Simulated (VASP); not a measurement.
Here is a VASP 6.6.1 calculation.

POSCAR

```
PbO2
1.0
    5.0004256172      0.0000000000      0.0000000000
    0.0000000000      5.0004256172      0.0000000000
    0.0000000000      0.0000000000      3.4251988214
Pb O
2 4
Direct
    0.0000000000      0.0000000000      0.0000000000
    0.5000000000      0.5000000000      0.5000000000
    0.3071383998      0.3071383998      0.0000000000
    0.8071383998      0.1928616002      0.5000000000
    0.1928616002      0.8071383998      0.5000000000
    0.6928616002      0.6928616002      0.0000000000
```

INCAR.step1

```
PREC     = Accurate       # precision mode
ENCUT    = 600            # plane-wave cutoff, eV
ISMEAR   = 0              # smearing method
SIGMA    = 0.05           # smearing width, eV
LREAL    = False          # projectors in reciprocal space
LASPH    = True           # aspherical terms in the spheres
NELM     = 100            # most SCF steps
GGA      = PE             # functional
ALGO     = Normal         # electronic algorithm
EDIFF    = 1E-4           # SCF threshold, eV
LWAVE    = True           # write WAVECAR
LCHARG   = False          # write CHGCAR
```

Contents of INCAR.step2:

```
PREC     = Accurate       # precision mode
ENCUT    = 600            # plane-wave cutoff, eV
EDIFF    = 1E-6           # SCF threshold, eV
ISMEAR   = 0              # smearing method
SIGMA    = 0.05           # smearing width, eV
LREAL    = False          # projectors in reciprocal space
LASPH    = True           # aspherical terms in the spheres
NELM     = 100            # most SCF steps
ALGO     = Normal         # electronic algorithm
ISIF     = 4              # what is computed and relaxed
LWAVE    = False          # write WAVECAR
LCHARG   = False          # write CHGCAR
METAGGA  = R2SCAN         # meta-GGA
LMIXTAU  = True         
IVDW     = 13             # dispersion correction
VDW_S6   = 1.0          
VDW_S8   = 0.6018749    
VDW_A1   = 0.51559235   
VDW_A2   = 5.77342911   
IBRION   = 2              # ionic algorithm
NSW      = 60             # ionic steps
EDIFFG   = -0.01          # ionic threshold
ISTART   = 1
```

Contents of KPOINTS:

```
Automatic mesh
0
Gamma
  6 6 8
```

Potentials or basis: VASP PAW PBE potentials, release 64 (Pb_d, O).

The run is started by

```console
$ cat potpaw_PBE.64/Pb_d/POTCAR potpaw_PBE.64/O/POTCAR > POTCAR
$ cp INCAR.step1 INCAR
$ mpirun -np 1 vasp_std > vasp.out
$ cp INCAR.step2 INCAR
$ mpirun -np 1 vasp_std > vasp.out
```

Task: Estimate the dispersion energy per atom.

Result: -0.094 eV.

Task: Estimate the band gap on the k mesh.

Result: 0.10 eV (least direct gap 0.29 eV).

Step by step:
```csv
step,energy change (eV),largest force (eV/Å),pressure (GPa),volume (Å³)
1,0.0000,0.0317,-2.12,85.64
2,-0.0005,0.0081,-2.04,85.64
3,-0.0006,0.0087,-1.96,85.64
```

Caveat: the PAW data sets were made with another functional, which shifts forces and pressure a little; spin-orbit coupling is left out, which moves the levels of the heavy elements. A k mesh can miss the band edges.
